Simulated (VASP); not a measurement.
# KBr3 (P4/mmm) in VASP: single point with PBE

Aim: the single point of KBr3 with PBE.

Everything below comes from runs of VASP 6.6.1. Logs are shortened: lines on timing, memory, paths and dates and some standing lists are left out, and cuts for length are marked.

## (1) The cell of the first run

The structure is tetragonal, space group P4/mmm (No. 123). The conventional cell has a = 7.712 Å, b = 7.712 Å, c = 11.109 Å, α = 90.00°, β = 90.00°, γ = 90.00°. Within 4.0 Å of K (site symmetry 4/mmm) lie 2 Br at 3.00 Å. Within 3.4 Å of Br (site symmetry 4/mmm) lie 2 Br at 2.55 Å. Within 3.4 Å of Br (site symmetry 4mm) lie 1 Br at 2.55 Å and 1 K at 3.00 Å.

The cell was built from a structure type or drawn by symmetry, and may not be a known phase.

## (2) Single point, PBE

Input file INCAR:

```
SYSTEM = KBr3
ALGO = Normal
EDIFF = 1E-7
ENCUT = 520
GGA = PE
ISIF = 2
ISMEAR = 0
LASPH = .TRUE.
LCHARG = .FALSE.
LREAL = .FALSE.
LWAVE = .FALSE.
NBANDS = 23
NELM = 100
PREC = Accurate
SIGMA = 0.02
```

Input file KPOINTS:

```
k-points
0
G
  6 6 4
  0 0 0
```

Input file POSCAR:

```
KBr3
1.0
    7.7121975719      0.0000000000      0.0000000000
    0.0000000000      7.7121975719      0.0000000000
    0.0000000000      0.0000000000     11.1090442064
K Br
1 3
Direct
    0.0000000000      0.0000000000      0.5000000000
    0.0000000000      0.0000000000      0.0000000000
    0.0000000000      0.0000000000      0.2299059811
    0.0000000000      0.0000000000      0.7700940189
```

Potentials or basis: VASP PAW PBE potentials, release 64 (K_sv, Br).

Launch:

```console
$ cat potpaw_PBE.64/K_sv/POTCAR potpaw_PBE.64/Br/POTCAR > POTCAR
$ mpirun -np 1 vasp_std > vasp.out
```

OUTCAR:

```text
SYSTEM = KBr3
   EDIFF = 1E-7
   ENCUT = 520
   GGA = PE
   ISIF = 2
   ISMEAR = 0
   LASPH = .TRUE.
   LREAL = .FALSE.
   NELM = 100
   PREC = Accurate

 ion  position               nearest neighbor table
   1  0.000  0.000  0.500-   3 3.00   4 3.00
   2  0.000  0.000  0.000-   3 2.55   4 2.55
   3  0.000  0.000  0.230-   2 2.55   1 3.00
   4  0.000  0.000  0.770-   2 2.55   1 3.00

  LATTYP: Found a simple tetragonal cell.
 ALAT       =     7.7121975719
 C/A-ratio  =     1.4404511947

  Lattice vectors:

 A1 = (   7.7121975719,   0.0000000000,   0.0000000000)
 A2 = (   0.0000000000,   7.7121975719,   0.0000000000)
 A3 = (   0.0000000000,   0.0000000000,  11.1090442064)

Analysis of symmetry for initial positions (statically):
=====================================================================
 Subroutine PRICEL returns:
 Original cell was already a primitive cell.

 Routine SETGRP: Setting up the symmetry group for a
 simple tetragonal supercell.

 Subroutine GETGRP returns: Found 16 space group operations
 (whereof 16 operations were pure point group operations)
 out of a pool of 16 trial point group operations.

The static configuration has the point symmetry D_4h.

Analysis of symmetry for dynamics (positions and initial velocities):
=====================================================================
 Subroutine PRICEL returns:
 Original cell was already a primitive cell.

 Routine SETGRP: Setting up the symmetry group for a
 simple tetragonal supercell.

 Subroutine GETGRP returns: Found 16 space group operations
 (whereof 16 operations were pure point group operations)
 out of a pool of 16 trial point group operations.

The dynamic configuration has the point symmetry D_4h.

 Subroutine INISYM returns: Found 16 space group operations
 (whereof 16 operations are pure point group operations),
 and found     1 'primitive' translations

----------------------------------------------------------------------------------------

                                     Primitive cell

  volume of cell :     660.7436

  direct lattice vectors                    reciprocal lattice vectors
     7.712197572  0.000000000  0.000000000     0.129664728  0.000000000  0.000000000
     0.000000000  7.712197572  0.000000000     0.000000000  0.129664728  0.000000000
     0.000000000  0.000000000 11.109044206     0.000000000  0.000000000  0.090016745

  length of vectors
     7.712197572  7.712197572 11.109044206     0.129664728  0.129664728  0.090016745

  position of ions in fractional coordinates (direct lattice)
     0.000000000  0.000000000  0.500000000
     0.000000000  0.000000000  0.000000000
     0.000000000  0.000000000  0.229905981
     0.000000000  0.000000000  0.770094019

  ion indices of the primitive-cell ions
   primitive index   ion index
                 1           1
                 2           2
                 3           3
                 4           4

----------------------------------------------------------------------------------------

 KPOINTS: k-points

Automatic generation of k-mesh.
 Grid dimensions read from file:
 generate k-points for:    6    6    4

 Generating k-lattice:

  Cartesian coordinates                     Fractional coordinates (reciprocal lattice)
     0.021610788  0.000000000  0.000000000     0.166666667  0.000000000  0.000000000
     0.000000000  0.021610788  0.000000000     0.000000000  0.166666667  0.000000000
     0.000000000  0.000000000  0.022504186     0.000000000  0.000000000  0.250000000

  Length of vectors
     0.021610788  0.021610788  0.022504186

  Shift w.r.t. Gamma in fractional coordinates (k-lattice)
     0.000000000  0.000000000  0.000000000

 Subroutine IBZKPT returns following result:
 ===========================================

 Found     30 irreducible k-points:

 Following reciprocal coordinates:
            Coordinates               Weight
  0.000000  0.000000  0.000000      1.000000
  0.166667  0.000000  0.000000      4.000000
  0.333333  0.000000  0.000000      4.000000
  0.500000  0.000000  0.000000      2.000000
  0.166667  0.166667  0.000000      4.000000
  0.333333  0.166667  0.000000      8.000000
[... 16 lines left out ...]
  0.333333  0.000000  0.500000      4.000000
  0.500000  0.000000  0.500000      2.000000
 [... further k-points ...]
   k-points           NKPTS =     30   k-points in BZ     NKDIM =     30   number of bands    NBANDS=     23
   number of dos      NEDOS =    301   number of ions     NIONS =      4
   total plane-waves  NPLWV = 302400
   dimension x,y,z NGX =    60 NGY =   60 NGZ =   84
   dimension x,y,z NGXF=   120 NGYF=  120 NGZF=  168
   ions per type =               1   3
   NGX,Y,Z   is equivalent  to a cutoff of  12.93, 12.93, 12.57 a.u.
   NGXF,Y,Z  is equivalent  to a cutoff of  25.87, 25.87, 25.14 a.u.
 SYSTEM =  KBr3
   PREC   = accura    normal or accurate (medium, high low for compatibility)
   ISTART =      0    job   : 0-new  1-cont  2-samecut
   ICHARG =      2    charge: 1-file 2-atom 10-const
   ISPIN  =      1    spin polarized calculation?
   LNONCOLLINEAR =      F non collinear calculations
   LSORBIT =      F    spin-orbit coupling
   LASPH  =      T    aspherical Exc in radial PAW
   ENCUT  =  520.0 eV  38.22 Ry    6.18 a.u.  14.34 14.34 20.66*2*pi/ulx,y,z
   NELM   =    100;   NELMIN=  2; NELMDL= -5     # of ELM steps
   EDIFF  = 0.1E-06   stopping-criterion for ELM
   LREAL  =      F    real-space projection
   EDIFFG = 0.1E-05   stopping-criterion for IOM
   NSW    =      0    number of steps for IOM
   IBRION =     -1    ionic relax: 0-MD 1-quasi-New 2-CG
   NFREE  =      0    steps in history (QN), initial steepest desc. (CG)
   ISIF   =      2    stress and relaxation
   ISYM   =      2    0-nonsym 1-usesym 2-fastsym
   POTIM  = 0.5000    time-step for ionic-motion
   TEBEG  =    0.0;   TEEND  =   0.0 temperature during run
   PSTRESS=    0.0 pullay stress
   NELECT =      30.0000    total number of electrons
   NUPDOWN=      -1.0000    fix difference up-down
   EMIN   =  10.00;   EMAX   =-10.00  energy-range for DOS
   EFERMI =   0.00;   METHOD = LEGACY
   ISMEAR =     0;   SIGMA  =   0.02  broadening in eV -4-tet -1-fermi 0-gaus
   EFERMI_NEDOS =   21; number of points for ismear=-14 and -15
   IALGO  =     38    algorithm
   IMIX   =      4    mixing-type and parameters
     AMIX     =   0.40;   BMIX     =  1.00
     AMIX_MAG =   1.60;   BMIX_MAG =  1.00
  volume/ion in A,a.u.               =     165.19      1114.73
  Fermi-wavevector in a.u.,A,eV,Ry     =   0.584033  1.103663  4.640877  0.341095
  Thomas-Fermi vector in A             =   1.629569
   LORBIT       =      0    0 simple, 1 ext, 2 COOP (PROOUT), +10 PAW based schemes
   GGA     = PE    functional components
   LHFCALC =     F    Hartree Fock is set to
   AEXX    =    0.0000 exact exchange contribution
   IVDW    =     0    specifies the selected vdW correction
   LEPSILON=     F    determine dielectric tensor
   LRPA    =     F    only Hartree local field effects (RPA)
 non-spin polarized calculation
 Gauss-broadening in eV      SIGMA  =   0.02
  energy-cutoff  :      520.00
  volume of cell :      660.74
 maximum number of plane-waves:     17866
 NGX is ok and might be reduce to    60
   NGX = 29   NGY = 29   NGZ = 41

 number of electron      30.0000007 magnetization

 Free energy of the ion-electron system (eV)
  ---------------------------------------------------
  ext. energy  EPLUGINS =         0.00000000
  ---------------------------------------------------
  free energy    TOTEN  =        -8.51121079 eV

  energy without entropy =       -8.51121079  energy(sigma->0) =       -8.51121079

 E-fermi :  -4.5700     XC(G=0):  -2.6565

 val. band max:       -4.7364852134   @ k =   0.5000   0.0000   0.0000
 cond. band min:      -2.7602461616   @ k =   0.0000   0.0000   0.5000
 fundamental gap:      1.9762390518
 Fermi energy:        -4.5700358239

 k-point     1 :       0.0000    0.0000    0.0000
  band No.  band energies     occupation
      1     -34.8629      2.00000
      2     -19.1415      2.00000
      3     -18.6122      2.00000
      4     -18.3706      2.00000
      5     -18.3706      2.00000
      6     -17.6872      2.00000
[... 15 lines left out ...]
     22       1.5211      0.00000
     23       1.8944      0.00000

 k-point     2 :       0.1667    0.0000    0.0000
  band No.  band energies     occupation
      1     -34.8629      2.00000
      2     -19.1415      2.00000
      3     -18.6122      2.00000
      4     -18.3706      2.00000
      5     -18.3706      2.00000
      6     -17.6872      2.00000
[... 15 lines left out ...]
     22       1.5342      0.00000
     23       1.8659      0.00000

 k-point     3 :       0.3333    0.0000    0.0000
  band No.  band energies     occupation
      1     -34.8629      2.00000
      2     -19.1415      2.00000
      3     -18.6122      2.00000
      4     -18.3706      2.00000
      5     -18.3706      2.00000
      6     -17.6872      2.00000
[... 15 lines left out ...]
     22       1.6353      0.00000
     23       1.8054      0.00000

 k-point     4 :       0.5000    0.0000    0.0000
  band No.  band energies     occupation
      1     -34.8629      2.00000
      2     -19.1415      2.00000
      3     -18.6122      2.00000
      4     -18.3706      2.00000
      5     -18.3706      2.00000
      6     -17.6872      2.00000
[... 15 lines left out ...]
     22       1.5960      0.00000
     23       1.7627      0.00000

 k-point     5 :       0.1667    0.1667    0.0000
  band No.  band energies     occupation
      1     -34.8629      2.00000
      2     -19.1415      2.00000
      3     -18.6122      2.00000
      4     -18.3706      2.00000
      5     -18.3706      2.00000
      6     -17.6872      2.00000
[... 434 lines left out ...]
 k-point    22 :       0.1667    0.0000    0.5000
  band No.  band energies     occupation
      1     -34.8629      2.00000
      2     -19.1984      2.00000
      3     -18.3706      2.00000
      4     -18.3706      2.00000
      5     -18.3581      2.00000
      6     -18.0128      2.00000
[... 15 lines left out ...]
     22       1.8657      0.00000
     23       1.9998      0.00000

 k-point    23 :       0.3333    0.0000    0.5000
  band No.  band energies     occupation
      1     -34.8629      2.00000
      2     -19.1984      2.00000
      3     -18.3706      2.00000
      4     -18.3706      2.00000
      5     -18.3581      2.00000
      6     -18.0127      2.00000
[... 15 lines left out ...]
     22       1.6753      0.00000
     23       1.7750      0.00000

 k-point    24 :       0.5000    0.0000    0.5000
  band No.  band energies     occupation
      1     -34.8629      2.00000
      2     -19.1984      2.00000
      3     -18.3706      2.00000
      4     -18.3706      2.00000
      5     -18.3581      2.00000
      6     -18.0127      2.00000
[... 15 lines left out ...]
     22       1.6464      0.00000
     23       1.6997      0.00000

 [... further k-points ...]
[... 5 lines left out ...]
  --------------------------------------------------------------------------------------
  -------------------------------------------------------------------------------------
  Total        0.1571472      0.1571472      0.0674828      0.0000000      0.0000000      0.0000000
  in kB        0.3810520      0.3810520      0.1636330      0.0000000      0.0000000      0.0000000
  external PRESSURE =       0.3085790 kB  Pullay stress =       0.0000000 kB

 VOLUME and BASIS-vectors are now :
 -----------------------------------------------------------------------------
  energy-cutoff  :      520.00
  volume of cell :      660.74
      direct lattice vectors                 reciprocal lattice vectors
     7.712197572  0.000000000  0.000000000     0.129664728  0.000000000  0.000000000
     0.000000000  7.712197572  0.000000000     0.000000000  0.129664728  0.000000000
     0.000000000  0.000000000 11.109044206     0.000000000  0.000000000  0.090016745

 POSITION                                       TOTAL-FORCE (eV/Angst)
 -----------------------------------------------------------------------------------
      0.00000      0.00000      5.55452         0.000000      0.000000      0.000000
      0.00000      0.00000      0.00000         0.000000      0.000000      0.000000
      0.00000      0.00000      2.55404         0.000000      0.000000     -0.009433
      0.00000      0.00000      8.55501        -0.000000      0.000000      0.009433
 -----------------------------------------------------------------------------------
    total drift:                                0.000000     -0.000000      0.000000

  FREE ENERGIE OF THE ION-ELECTRON SYSTEM (eV)
  ---------------------------------------------------
  free  energy   TOTEN  =        -8.5112107891 eV

  energy  without entropy=       -8.5112107891  energy(sigma->0) =       -8.51121079
```

Wall time 9.2 min (1 thread of Intel Xeon Platinum 8559C (Emerald Rapids), shared host); peak memory 0.85 GiB.

What came out:

- Free energy: -8.5112 eV
- Pressure: 0.0 GPa
- Largest force: 0.009 eV/Å
- Band gap on the k mesh: 1.98 eV (least direct gap 2.00 eV)

Forces on the atoms (eV/Å):
```
K    0.000  0.000  0.000
Br   0.000  0.000  0.000
Br   0.000  0.000 -0.009
Br   0.000  0.000  0.009
```

A k mesh can miss the band edges.
